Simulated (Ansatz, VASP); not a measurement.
# One calculation of Bi2Te3, two programs

File INCAR:

```
SYSTEM = Bi2Te3
ALGO     = Normal         ! electronic algorithm
EDIFF    = 1E-8           ! SCF threshold, eV
ENCUT    = 520            ! plane-wave cutoff, eV
GGA      = PE             ! functional
ISIF     = 2              ! what is computed and relaxed
ISMEAR   = -1             ! smearing method
LASPH    = .True.         ! aspherical terms in the spheres
LCHARG   = .False.        ! write CHGCAR
LEFG     = .True.       
LREAL    = .False.        ! projectors in reciprocal space
LWAVE    = .False.        ! write WAVECAR
NBANDS   = 32             ! bands
NELM     = 80             ! most SCF steps
PREC     = Accurate       ! precision mode
SIGMA    = 0.08           ! smearing width, eV
```

File KPOINTS:

```
k-points
0
Gamma
  7 7 7
  0 0 0
```

The input POSCAR:

```
Bi2Te3
1.0
    2.2218591383      1.2827909716     10.2994441566
   -2.2218591383      1.2827909716     10.2994441566
    0.0000000000     -2.5655819432     10.2994441566
Bi Te
2 3
Direct
    0.4000000000      0.4000000000      0.4000000000
    0.6000000000      0.6000000000      0.6000000000
    0.0000000000      0.0000000000      0.0000000000
    0.2095000000      0.2095000000      0.2095000000
    0.7905000000      0.7905000000      0.7905000000
```

Input for Ansatz:

```yaml
crystal:
  lattice:
    - [2.2218591383, 1.2827909716, 10.2994441566]
    - [-2.2218591383, 1.2827909716, 10.2994441566]
    - [0.0, -2.5655819432, 10.2994441566]
  atoms:
    - { symbol: Bi, position: [0.4, 0.4, 0.4] }
    - { symbol: Bi, position: [0.6, 0.6, 0.6] }
    - { symbol: Te, position: [0.0, 0.0, 0.0] }
    - { symbol: Te, position: [0.2095, 0.2095, 0.2095] }
    - { symbol: Te, position: [0.7905, 0.7905, 0.7905] }
kpoints:
  mp_grid: { grid: [7, 7, 7] }
scf:
  occupations: { method: fermi_dirac, width: 0.08 }
hamiltonian:
  xc: pbe
  pseudopotentials: { kind: all_electron, datasets: crystal }
output:
  forces: true
  stress: true
  eigenvalues: true
  efg: { contact_densities: true }
```

Change from the starting cell: volume scaled by 1.04, crystal datasets.

Alike in both runs: task electric field gradients; functional PBE; k mesh 7 × 7 × 7; occupations fermi-dirac, width 0.08 eV; no spin polarisation.

```csv
,VASP,Ansatz
version,VASP 6.6.1,Ansatz 0.2.0
potentials or method,"VASP PAW PBE potentials, release 64 (Bi_d, Te), cutoff 520 eV","all-electron PAW with datasets made for the crystal, scalar-relativistic"
```

VASP gave:

- pressure (GPa): -0.1
- traceless stress, the component that is largest in VASP (GPa): -0.21
- rms of the force components (eV/Å): 0.106
- size of Vzz on the site where it differs most (V/Å²): 94.0

**Question.** What did Ansatz give for the same quantities?

**Answer.** Pressure (GPa): -0.1; traceless stress, the component that is largest in VASP (GPa): -0.21; rms of the force components (eV/Å): 0.110; size of Vzz on the site where it differs most (V/Å²): 98.2.

Atom by atom the forces differ by 0.004 eV/Å (rms over components). Ansatz ran all-electron here, and VASP with PAW potentials.

Spin-orbit coupling is off throughout.
